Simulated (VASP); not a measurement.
Set up this calculation in VASP 6.6.1, as the native input.

* Task: single point
* Functional: PBE
* Potentials or basis: VASP PAW PBE potentials, release 64 (Cu)
* Cutoff: 520 eV
* k mesh: 30 × 30 × 30
* Occupations: gaussian, width 0.1 eV
* Spin: no spin polarisation
* Dipole correction: no
* Further INCAR settings: ALGO = Fast; EDIFF = 1e-07; NBANDS = 12

The structure of Cu lies in POSCAR:

```
Cu
1.0
   -1.2828770099      1.2828770099      1.8154622057
    1.2828770099     -1.2828770099      1.8154622057
    1.2828770099      1.2828770099     -1.8154622057
Cu
1
Direct
    0.0000000000      0.0000000000      0.0000000000
```

The input as run:

INCAR

```
SYSTEM = Cu
ALGO = Fast
EDIFF = 1E-7
ENCUT = 520
GGA = PE
ISIF = 2
ISMEAR = 0
LASPH = .True.
LCHARG = .False.
LREAL = .False.
LWAVE = .False.
NBANDS = 12
NELM = 100
PREC = Accurate
SIGMA = 0.1
```

KPOINTS

```
k-points
0
Gamma
  30 30 30
  0 0 0
```

Potentials or basis: VASP PAW PBE potentials, release 64 (Cu).

Command:

```bash
$ cat potpaw_PBE.64/Cu/POTCAR > POTCAR
$ mpirun -np 1 vasp_std > vasp.out
```

It gave:

The pressure is 0.5 GPa. The band gap on the k mesh is zero (an odd number of electrons rules out a gap without spin polarisation).

It took 2.1 min on 1 thread of Intel(R) Xeon(R) 6975P-C (Granite Rapids), with other jobs on the host, peak memory 0.37 GiB.
